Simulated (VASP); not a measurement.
Here is a VASP 6.6.1 calculation.

Contents of INCAR:

```
ALGO = Normal
EDIFF = 1E-6
ENCUT = 520
GGA = PE
ISIF = 2
ISMEAR = 0
LASPH = T
LCHARG = T
LELF = T
LREAL = F
LVHAR = T
LWAVE = F
NBANDS = 20
NELM = 80
PREC = Accurate
SIGMA = 0.1
```

The input KPOINTS:

```
k-points
0
Gamma
  6 6 4
```

POSCAR

```
As2P3
1.0
    4.0757114685      0.0000000000      0.0000000000
   -2.0378557343      3.5296696702      0.0000000000
    0.0000000000      0.0000000000      6.3411450005
P As
3 2
Direct
    0.0000000000      0.0000000000      0.0000000000
    0.3333333333      0.6666666667      0.6450000000
    0.6666666667      0.3333333333      0.3550000000
    0.3333333333      0.6666666667      0.2450000000
    0.6666666667      0.3333333333      0.7550000000
```

Potentials or basis: VASP PAW PBE potentials, release 64 (P, As).

Launch:

```bash
$ cat potpaw_PBE.64/P/POTCAR potpaw_PBE.64/As/POTCAR > POTCAR
$ mpirun -np 1 vasp_std > vasp.out
```

Q: Predict the largest force.

A: 0.853 eV/Å.

Q: Estimate the pressure.

A: 5.4 GPa.

Stress tensor (GPa, compression positive):
```
6.56 0.00 0.00
0.00 6.56 0.00
0.00 0.00 3.00
```
